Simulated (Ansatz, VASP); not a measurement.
# One calculation of AgI, two programs

```
Ag I
1.0
     0.00000    3.32529    3.32529
     3.32529    0.00000    3.32529
     3.32529    3.32529    0.00000
Ag I
1 1
Direct
  0.00000 0.00000 0.00000
  0.25000 0.25000 0.25000
```

Change from the starting cell: volume scaled by 1.04, crystal datasets.

Alike in both runs: task electric field gradients; functional r2SCAN; k mesh 6 × 6 × 6; occupations fermi-dirac, width 0.02 eV; no spin polarisation.

```csv
,VASP,Ansatz
version,VASP 6.6.1,Ansatz 0.2.0
potentials or method,"VASP PAW PBE potentials, release 64 (Ag, I), cutoff 440 eV","all-electron PAW with datasets made for the crystal, scalar-relativistic"
```

```tsv
	VASP	Ansatz	Ansatz less VASP
gap on the k mesh at the Fermi level (eV)	1.79	1.83	+0.036
pressure (GPa)	-1.0	-0.9	+0.08
```

VASP's potentials were made for PBE, not for r2SCAN. Ansatz ran all-electron here, and VASP with PAW potentials.

Spin-orbit coupling is off throughout.
